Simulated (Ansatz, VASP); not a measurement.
# Cu in VASP and in Ansatz

```
CELL_PARAMETERS angstrom
2.56645 0.00000 0.00000
0.00000 3.62951 0.00000
0.00000 0.00000 21.13290
ATOMIC_POSITIONS crystal
Cu 0.00000 0.00000 0.38258
Cu 0.50000 0.50000 0.43769
Cu 0.00000 0.00000 0.50000
Cu 0.50000 0.50000 0.56231
Cu 0.00000 0.00000 0.61742
```

Alike in both runs: functional PBE; k mesh 16 × 11 × 1; occupations fermi-dirac, width 0.05 eV; no spin polarisation.

Ansatz relaxed the structure, and its values are those at the end. VASP's run is a single point on that final structure, the one shown.

```csv
,VASP,Ansatz
version,VASP 6.6.1,Ansatz 0.2.0
potentials or method,"VASP PAW PBE potentials, release 64 (Cu)","PAW with Ansatz's default frozen-core files, scalar-relativistic"
plane-wave cutoff (eV),520,420
valence electrons in the cell,55,95
```

```tsv
	VASP	Ansatz	Ansatz less VASP
rms of the force components (eV/Å)	0.014	0.003	-0.0104
```

VASP's potentials hold 55 valence electrons a cell and Ansatz's 95, so a difference there can come from the potentials and not from the codes. Ansatz's warnings: stress scf threshold loose.
